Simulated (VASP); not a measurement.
# SiGe (P6_3mc) in VASP: a series of runs, part 3 of 3

VASP 6.6.1. The steps go on from the part before.

## 4. Single point, LDA

The input, INCAR:

```
SYSTEM = SiGe
PREC = Accurate
ENCUT = 520
EDIFF = 1E-7
ISMEAR = 0
SIGMA = 0.03
LREAL = .FALSE.
LASPH = .TRUE.
NELM = 80
ALGO = Normal
ISIF = 2
LWAVE = .FALSE.
LCHARG = .FALSE.
GGA = CA
NBANDS = 26
```

The input, KPOINTS:

```
regular mesh
0
G
  12 12 6
  0 0 0
```

The input, POSCAR:

```
SiGe
1.0
    3.7634436583      0.0000000000      0.0000000000
   -1.8817218292      3.2592378138      0.0000000000
    0.0000000000      0.0000000000      6.2194898057
Si Ge
2 2
Direct
    0.6666666667      0.3333333333      0.8745031008
    0.3333333333      0.6666666667      0.3745031008
    0.6666666667      0.3333333333      0.4848580677
    0.3333333333      0.6666666667     -0.0151419323
```

Potentials or basis: VASP PAW LDA potentials, release 64 (Si, Ge_d).

Started as:

```sh
cat potpaw_LDA.64/Si/POTCAR potpaw_LDA.64/Ge_d/POTCAR > POTCAR
mpirun -np 1 vasp_std > vasp.out
```

OUTCAR:

```text
SYSTEM = SiGe
   PREC = Accurate
   ENCUT = 520
   EDIFF = 1E-7
   ISMEAR = 0
   LREAL = .FALSE.
   LASPH = .TRUE.
   NELM = 80
   ISIF = 2
   GGA = CA

 ion  position               nearest neighbor table
   1  0.667  0.333  0.875-   4 2.28   4 2.28   4 2.28   3 2.42
   2  0.333  0.667  0.375-   3 2.28   3 2.28   3 2.28   4 2.42
   3  0.667  0.333  0.485-   2 2.28   2 2.28   2 2.28   1 2.42
   4  0.333  0.667  0.985-   1 2.28   1 2.28   1 2.28   2 2.42

  LATTYP: Found a hexagonal cell.
 ALAT       =     3.7634436583
 C/A-ratio  =     1.6526060625

  Lattice vectors:

 A1 = (   3.7634436583,   0.0000000000,   0.0000000000)
 A2 = (  -1.8817218292,   3.2592378138,   0.0000000000)
 A3 = (   0.0000000000,   0.0000000000,   6.2194898057)

Analysis of symmetry for initial positions (statically):
=====================================================================
 Subroutine PRICEL returns:
 Original cell was already a primitive cell.

 Routine SETGRP: Setting up the symmetry group for a
 hexagonal supercell.

 Subroutine GETGRP returns: Found 12 space group operations
 (whereof  6 operations were pure point group operations)
 out of a pool of 24 trial point group operations.

The static configuration has the point symmetry C_3v.
 The point group associated with its full space group is C_6v.

Analysis of symmetry for dynamics (positions and initial velocities):
=====================================================================
 Subroutine PRICEL returns:
 Original cell was already a primitive cell.

 Routine SETGRP: Setting up the symmetry group for a
 hexagonal supercell.

 Subroutine GETGRP returns: Found 12 space group operations
 (whereof  6 operations were pure point group operations)
 out of a pool of 24 trial point group operations.

The dynamic configuration has the point symmetry C_3v.
[... 116 lines left out ...]
   NUPDOWN=      -1.0000    fix difference up-down
   EMIN   =  10.00;   EMAX   =-10.00  energy-range for DOS
   EFERMI =   0.00;   METHOD = LEGACY
   ISMEAR =     0;   SIGMA  =   0.03  broadening in eV -4-tet -1-fermi 0-gaus
   EFERMI_NEDOS =   21; number of points for ismear=-14 and -15
   IALGO  =     38    algorithm
   IMIX   =      4    mixing-type and parameters
     AMIX     =   0.40;   BMIX     =  1.00
     AMIX_MAG =   1.60;   BMIX_MAG =  1.00
  volume/ion in A,a.u.               =      19.07       128.70
  Fermi-wavevector in a.u.,A,eV,Ry     =   1.274550  2.408551 22.102365  1.624478
  Thomas-Fermi vector in A             =   2.407312
   LORBIT       =      0    0 simple, 1 ext, 2 COOP (PROOUT), +10 PAW based schemes
   GGA     = CA    functional components
   LHFCALC =     F    Hartree Fock is set to
   AEXX    =    0.0000 exact exchange contribution
   IVDW    =     0    specifies the selected vdW correction
   LEPSILON=     F    determine dielectric tensor
   LRPA    =     F    only Hartree local field effects (RPA)
 non-spin polarized calculation
 Gauss-broadening in eV      SIGMA  =   0.03
  energy-cutoff  :      520.00
  volume of cell :       76.29
 maximum number of plane-waves:      2073
 NGX is ok and might be reduce to    28
   NGX = 13   NGY = 13   NGZ = 23

 number of electron      35.9999977 magnetization

 Free energy of the ion-electron system (eV)
  ---------------------------------------------------
  ext. energy  EPLUGINS =         0.00000000
  ---------------------------------------------------
  free energy    TOTEN  =       -21.91523524 eV

  energy without entropy =      -21.91512424  energy(sigma->0) =      -21.91517974

 E-fermi :   6.6870     XC(G=0): -10.4518

 val. band max:        6.6850354798   @ k =   0.5000   0.0000   0.0000
 cond. band min:       6.7828610999   @ k =   0.4167  -0.0000   0.0000
 fundamental gap:      0.0978256201
 Fermi energy:         6.6870284991

 k-point     1 :       0.0000    0.0000    0.0000
  band No.  band energies     occupation
      1     -18.2110      2.00000
      2     -18.2110      2.00000
      3     -18.2081      2.00000
      4     -18.2081      2.00000
      5     -18.2033      2.00000
      6     -18.2021      2.00000
[... 685 lines left out ...]
     25      14.0101      0.00000
     26      14.2368      0.00000

 [... further k-points ...]
[... 5 lines left out ...]
  --------------------------------------------------------------------------------------
  -------------------------------------------------------------------------------------
  Total        5.6578422      5.6578422      1.8544724     -0.0000000      0.0000000      0.0000000
  in kB      118.8242789    118.8242789     38.9470651     -0.0000000      0.0000000      0.0000000
  external PRESSURE =      92.1985410 kB  Pullay stress =       0.0000000 kB

 VOLUME and BASIS-vectors are now :
 -----------------------------------------------------------------------------
  energy-cutoff  :      520.00
  volume of cell :       76.29
      direct lattice vectors                 reciprocal lattice vectors
     3.763443658  0.000000000  0.000000000     0.265714088  0.153410100  0.000000000
    -1.881721829  3.259237814  0.000000000     0.000000000  0.306820201  0.000000000
     0.000000000  0.000000000  6.219489806     0.000000000  0.000000000  0.160784893

 POSITION                                       TOTAL-FORCE (eV/Angst)
 -----------------------------------------------------------------------------------
      1.88172      1.08641      5.43896         0.000000     -0.000000     -1.243211
     -0.00000      2.17283      2.32922        -0.000000      0.000000     -1.243211
      1.88172      1.08641      3.01557         0.000000      0.000000      1.243211
     -0.00000      2.17283      6.12531        -0.000000      0.000000      1.243211
 -----------------------------------------------------------------------------------
    total drift:                                0.000000      0.000000      0.000945

  FREE ENERGIE OF THE ION-ELECTRON SYSTEM (eV)
  ---------------------------------------------------
  free  energy   TOTEN  =       -21.9152352362 eV

  energy  without entropy=      -21.9151242384  energy(sigma->0) =      -21.91517974
```

OSZICAR:

```text
N       E                     dE             d eps       ncg     rms          rms(c)
DAV:   1     0.266094936284E+03    0.26609E+03   -0.17631E+04  4634   0.306E+03
DAV:   2     0.204679039312E+02   -0.24563E+03   -0.23649E+03  3976   0.642E+02
DAV:   3    -0.208087942654E+02   -0.41277E+02   -0.40775E+02  4710   0.154E+02
DAV:   4    -0.224392180536E+02   -0.16304E+01   -0.16275E+01  4792   0.338E+01
DAV:   5    -0.224724657229E+02   -0.33248E-01   -0.33238E-01  4864   0.541E+00    0.681E+00
DAV:   6    -0.220901885948E+02    0.38228E+00   -0.16748E-01  4584   0.207E+00    0.398E+00
DAV:   7    -0.219138522819E+02    0.17634E+00   -0.29672E-01  4872   0.280E+00    0.284E-01
DAV:   8    -0.219151783818E+02   -0.13261E-02   -0.24172E-02  4608   0.113E+00    0.121E-01
DAV:   9    -0.219152176797E+02   -0.39298E-04   -0.68152E-04  4980   0.163E-01    0.967E-02
DAV:  10    -0.219152459405E+02   -0.28261E-04   -0.89114E-05  5434   0.548E-02    0.415E-02
DAV:  11    -0.219152360084E+02    0.99321E-05   -0.25851E-05  4312   0.238E-02    0.833E-03
DAV:  12    -0.219152352407E+02    0.76764E-06   -0.18376E-06  4568   0.883E-03    0.443E-03
DAV:  13    -0.219152352362E+02    0.45138E-08   -0.24843E-07  3626   0.314E-03
   1 F= -.21915235E+02 E0= -.21915180E+02  d E =-.110998E-03
```

Wall time 74 s (1 thread of Intel Xeon Platinum 8559C (Emerald Rapids), shared host); peak memory 0.24 GiB.

What came out:

- Free energy: -21.9152 eV
- Pressure: 9.2 GPa
- Largest force: 1.243 eV/Å
- Band gap on the k mesh: zero (band 18 reaches 6.83 eV, above the bottom of band 19 at 6.68 eV)

Forces in eV/Å, atoms in the order of the input:
```
Si   0.000  0.000 -1.243
Si   0.000  0.000 -1.243
Ge   0.000  0.000  1.243
Ge   0.000  0.000  1.243
```

Caveat: forces of over 1 eV/Å act on the atoms, so gaps and moduli don't describe the material at rest.
